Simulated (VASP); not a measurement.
# Si (a cell with a defect) in VASP: notebook, part 3 of 3

VASP 6.6.1. Earlier steps stand in the parts before.

**4. Single point, PBEsol, collinear spin**

Input file INCAR:

```
PREC = Accurate ; ENCUT = 400
EDIFF = 1E-6 ; ISMEAR = -1
SIGMA = 0.05 ; LREAL = Auto
LASPH = T ; NELM = 200
ALGO = Normal ; ISIF = 2
LWAVE = F ; LCHARG = T
ISPIN = 2 ; MAGMOM = 0 0 0 0 0 0 0 0 0 0 0 0 0 0 0 0 0 0 0 0 0 0.167 0 0.167 0 0 0 0 0 0 0 0 0 0 0 0 0 0.167 0 0 0.167 0 0 0 0 0 0 0 0 0 0 0 0 0.167 0 0 0 0 0.167 0 0 0
LORBIT = 11 ; GGA = PS
LELF = T ; LVHAR = T
NBANDS = 165 ; NELECT = 251.0
ISYM = -1 ; GGA_COMPAT = F
```

Input file KPOINTS:

```
explicit points
1
Reciprocal
  0.25000000   0.25000000   0.25000000 1
```

Input file POSCAR:

```
Si
1.0
   10.8655790000      0.0000000000      0.0000000000
    0.0000000000     10.8655790000      0.0000000000
    0.0000000000      0.0000000000     10.8655790000
Si
62
Direct
    0.9996260000      0.0002400000      0.9989250000
    0.9984290000      0.9990640000      0.5009470000
    0.9987260000      0.5016580000      0.9982620000
    0.9987220000      0.5004070000      0.4994420000
    0.5014100000      0.9989390000      0.9979900000
    0.5011870000      0.9967530000      0.5007200000
    0.4988890000      0.4993650000      0.0002340000
    0.1253070000      0.1244410000      0.1258470000
    0.1266310000      0.1257690000      0.6237120000
    0.1265310000      0.6230020000      0.1265590000
    0.1262350000      0.6243120000      0.6252600000
    0.6235740000      0.1256570000      0.1266690000
    0.6235160000      0.1282050000      0.6238850000
    0.6260600000      0.6254090000      0.1243410000
    0.2501160000      0.2500650000      0.9998190000
    0.2561520000      0.2555510000      0.5069760000
    0.2505350000      0.7490300000      0.0001440000
    0.2573010000      0.7429230000      0.4982990000
    0.7484310000      0.2506160000      0.9985060000
    0.7422350000      0.2590670000      0.4963260000
    0.7493180000      0.7509050000      0.9971240000
    0.7362000000      0.7302790000      0.5132740000
    0.3755620000      0.3738790000      0.1274690000
    0.3888510000      0.3951340000      0.6111600000
    0.3765720000      0.8740710000      0.1262360000
    0.3823540000      0.8659290000      0.6281480000
    0.8746000000      0.3756940000      0.1244660000
    0.8677570000      0.3814930000      0.6262390000
    0.8747910000      0.8745670000      0.1249090000
    0.8688750000      0.8694660000      0.6178660000
    0.2521370000      0.0006320000      0.2520240000
    0.2525010000      0.9970050000      0.7482970000
    0.2545510000      0.5019120000      0.2548770000
    0.2531620000      0.4969570000      0.7478290000
    0.7489240000      0.9984490000      0.2520070000
    0.7477530000      0.9977620000      0.7465280000
    0.7483850000      0.4986970000      0.2517110000
    0.7341140000      0.5153920000      0.7388880000
    0.3770680000      0.1272480000      0.3780920000
    0.3760470000      0.1262530000      0.8727320000
    0.3916160000      0.6085700000      0.3863880000
    0.3766600000      0.6259240000      0.8726580000
    0.8723130000      0.1278310000      0.3765150000
    0.8728400000      0.1241180000      0.8726810000
    0.8716590000      0.6275520000      0.3768730000
    0.8706980000      0.6228380000      0.8700590000
    0.0002860000      0.2510000000      0.2508900000
    0.9973300000      0.2515600000      0.7478330000
    0.0004880000      0.7492040000      0.2507100000
    0.9975360000      0.7501710000      0.7472810000
    0.5049690000      0.2547760000      0.2556190000
    0.4957520000      0.2571450000      0.7443480000
    0.4995560000      0.7455910000      0.2539210000
    0.5148570000      0.7288540000      0.7393140000
    0.1274180000      0.3745910000      0.3774250000
    0.1244510000      0.3754330000      0.8740200000
    0.1277110000      0.8730950000      0.3768640000
    0.1246540000      0.8736900000      0.8738740000
    0.6098870000      0.3963220000      0.3848370000
    0.6252270000      0.3788120000      0.8708080000
    0.6287920000      0.8677480000      0.3801870000
    0.6200000000      0.8699840000      0.8688580000
```

Potentials or basis: VASP PAW PBE potentials, release 64 (Si).

The run is started by

```sh
cat potpaw_PBE.64/Si/POTCAR > POTCAR
mpirun -np 1 vasp_std > vasp.out
```

OUTCAR:

```text
PREC = Accurate
   ENCUT = 400
   EDIFF = 1E-6
   ISMEAR = -1
   LREAL = Auto
   LASPH = T
   NELM = 200
   ISIF = 2
   ISPIN = 2
   LORBIT = 11
   GGA = PS
   NELECT = 251.0
   ISYM = -1

 ion  position               nearest neighbor table
   1  1.000  0.000  0.999-  29 2.36  58 2.36   8 2.36  44 2.36
   2  0.998  0.999  0.501-  30 2.36   9 2.37  43 2.38  57 2.38
   3  0.999  0.502  0.998-  56 2.36  27 2.36  46 2.37  10 2.37
   4  0.999  0.500  0.499-  55 2.36  45 2.36  28 2.36  11 2.37
   5  0.501  0.999  0.998-  62 2.36  12 2.37  40 2.37  25 2.37
   6  0.501  0.997  0.501-  13 2.37  61 2.37  39 2.37  26 2.37
[... 42 lines left out ...]
  49  0.000  0.749  0.251-  10 2.36  45 2.36  29 2.36  57 2.37
  50  0.998  0.750  0.747-  11 2.36  46 2.37  58 2.37  30 2.37
  51  0.505  0.255  0.256-  23 2.36  12 2.36  39 2.37  59 2.37
  52  0.496  0.257  0.744-  13 2.37  60 2.37  40 2.38  24 2.39
  53  0.500  0.746  0.254-  14 2.36  61 2.37  25 2.38  41 2.38
  54  0.515  0.729  0.739-  42 2.37  62 2.37  26 2.40
  55  0.127  0.375  0.377-   4 2.36  33 2.37  47 2.37  16 2.37
  56  0.124  0.375  0.874-   3 2.36  34 2.36  15 2.36  48 2.37
[... 532 lines left out ...]

 VOLUME and BASIS-vectors are now :
 -----------------------------------------------------------------------------
  energy-cutoff  :      400.00
  volume of cell :     1282.80
      direct lattice vectors                 reciprocal lattice vectors
    10.865579000  0.000000000  0.000000000     0.092033752  0.000000000  0.000000000
     0.000000000 10.865579000  0.000000000     0.000000000  0.092033752  0.000000000
     0.000000000  0.000000000 10.865579000     0.000000000  0.000000000  0.092033752

 POSITION                                       TOTAL-FORCE (eV/Angst)
 -----------------------------------------------------------------------------------
     10.86152      0.00261     10.85390         0.003021      0.002007      0.008421
     10.84851     10.85541      5.44308         0.005597      0.010202      0.008240
     10.85174      5.45080     10.84669        -0.012869      0.014939     -0.015704
     10.85169      5.43721      5.42673         0.005308     -0.003463      0.004817
      5.44811     10.85405     10.84374         0.001668      0.006760     -0.007593
      5.44569     10.83030      5.44061        -0.005245      0.001505     -0.003203
[... 54 lines left out ...]
      6.83219      9.42858      4.13095         0.002832      0.003160     -0.006040
      6.73666      9.45288      9.44065         0.001447      0.003747      0.002157
 -----------------------------------------------------------------------------------
    total drift:                                0.002983      0.000246     -0.002328

  FREE ENERGIE OF THE ION-ELECTRON SYSTEM (eV)
  ---------------------------------------------------
  free  energy   TOTEN  =      -333.0725946120 eV

  energy  without entropy=     -332.9288898023  energy(sigma->0) =     -333.00074221

 total charge

# of ion       s       p       d       tot
------------------------------------------
    1        0.755   0.938   0.000   1.694
    2        0.756   0.929   0.000   1.685
    3        0.756   0.936   0.000   1.692
    4        0.755   0.937   0.000   1.693
    5        0.756   0.932   0.000   1.688
    6        0.755   0.936   0.000   1.691
[... 54 lines left out ...]
   61        0.759   0.918   0.000   1.677
   62        0.754   0.930   0.000   1.684
--------------------------------------------------
tot         47.224  57.085   0.000 104.309

 magnetization (x)

# of ion       s       p       d       tot
------------------------------------------
    1        0.000   0.003   0.000   0.003
    2        0.002   0.014   0.000   0.016
    3        0.003   0.015   0.000   0.018
    4       -0.000   0.000   0.000  -0.000
    5        0.003   0.014   0.000   0.017
    6       -0.000   0.000   0.000   0.000
[... 54 lines left out ...]
   61        0.002   0.012   0.000   0.014
   62        0.000   0.001   0.000   0.001
--------------------------------------------------
tot          0.226   0.689   0.000   0.916
```

OSZICAR:

```text
N       E                     dE             d eps       ncg     rms          rms(c)
DAV:   1     0.538368081857E+03    0.53837E+03   -0.81221E+04   660   0.101E+03
DAV:   2    -0.280868963452E+03   -0.81924E+03   -0.77776E+03   790   0.165E+02
[... 11 lines left out ...]
DAV:  14    -0.333072238313E+03   -0.28643E-03   -0.41076E-04   808   0.300E-02    0.456E-02
DAV:  15    -0.333072469690E+03   -0.23138E-03   -0.32133E-04   808   0.279E-02    0.298E-02
DAV:  16    -0.333072565534E+03   -0.95844E-04   -0.16047E-04   840   0.195E-02    0.167E-02
DAV:  17    -0.333072592297E+03   -0.26763E-04   -0.57046E-05   848   0.120E-02    0.722E-03
DAV:  18    -0.333072594829E+03   -0.25323E-05   -0.10290E-05   824   0.514E-03    0.406E-03
DAV:  19    -0.333072594612E+03    0.21717E-06   -0.69173E-07   456   0.156E-03
   1 F= -.33307259E+03 E0= -.33300074E+03  d E =-.143705E+00  mag=     2.2495
```

It took 10 min on 1 thread of Intel Xeon Platinum 8259CL at 2.50GHz (Skylake/Cascade Lake), shared host; peak memory 1.1 GiB.

Results:

```yaml
Free_energy: -333.0726 eV
Largest_force: 0.060 eV/Å
Net_moment: 2.25 μB per cell
Site_moments: Si +0.00, +0.02, -0.00, +0.01, +0.06, +0.12, +0.11, +0.09, +0.08 (each value once) μB
Valence_electrons_inside_the_program's_atomic_spheres: Si 1.69, 1.68, 1.67, 1.70, 1.65, 1.63, 1.64 (each value once)
```

Forces in eV/Å, atoms in the order of the input:
```
Si   0.003  0.002  0.008
Si   0.006  0.010  0.008
Si  -0.013  0.015 -0.016
Si   0.005 -0.003  0.005
Si   0.002  0.007 -0.008
Si  -0.005  0.002 -0.003
Si   0.004 -0.001  0.009
Si  -0.005 -0.002 -0.009
Si  -0.006 -0.011 -0.006
Si   0.011 -0.012  0.018
Si  -0.007  0.004 -0.001
Si  -0.001 -0.005  0.007
Si   0.005  0.000  0.001
Si  -0.002  0.000 -0.009
Si   0.000 -0.003  0.008
Si   0.006  0.000  0.007
Si  -0.003  0.008  0.006
Si   0.013  0.004 -0.001
Si   0.003 -0.002  0.006
Si   0.003  0.005  0.002
Si   0.004 -0.002 -0.002
Si  -0.012  0.019  0.013
Si   0.002 -0.001 -0.001
Si   0.008 -0.022 -0.010
Si  -0.006  0.001 -0.005
Si  -0.004 -0.007  0.000
Si   0.003 -0.010 -0.006
Si  -0.008 -0.006  0.005
Si   0.000  0.004 -0.008
Si  -0.005 -0.001 -0.008
Si   0.005 -0.001  0.008
Si   0.002 -0.001 -0.001
Si  -0.009 -0.001 -0.010
Si  -0.002  0.001 -0.012
Si  -0.001  0.002  0.006
Si   0.005  0.001  0.000
Si  -0.015  0.004  0.005
Si  -0.034 -0.003 -0.049
Si  -0.002  0.000  0.000
Si   0.002 -0.001 -0.006
Si   0.030  0.007  0.046
Si   0.015 -0.001 -0.007
Si  -0.003 -0.003 -0.004
Si  -0.003 -0.001 -0.007
Si   0.000  0.000  0.011
Si   0.008 -0.001  0.013
Si   0.003  0.001  0.005
Si  -0.002 -0.004  0.005
Si   0.005  0.007  0.004
Si   0.004  0.000 -0.001
Si  -0.003 -0.004 -0.002
Si   0.000 -0.005  0.005
Si  -0.005  0.000  0.011
Si   0.002  0.017 -0.034
Si  -0.002 -0.001 -0.001
Si   0.000 -0.004 -0.003
Si  -0.002  0.001 -0.009
Si  -0.004  0.001 -0.005
Si  -0.005 -0.014  0.035
Si   0.009  0.002 -0.008
Si   0.003  0.003 -0.006
Si   0.001  0.004  0.002
```

Levels at points of the mesh, in eV from the Fermi level:
Spin up:
```
           k point  band 123  band 124  band 125  band 126  band 127  band 128  band 129  band 130  band 131  band 132
(0.25, 0.25, 0.25)     -1.16     -0.27     -0.20     -0.08     -0.06      0.20      0.22      0.29      0.63      0.72
```
Spin down:
```
           k point  band 122  band 123  band 124  band 125  band 126  band 127
(0.25, 0.25, 0.25)     -1.13     -1.11     -0.11      0.06      0.07      0.16
```

Caveat: the cell carries a net charge on a neutralising background, which shifts energy and pressure; the cell is charged against a uniform background, so pressure and absolute levels hang on convention; the PAW data sets were made with another functional, which shifts forces and pressure a little.
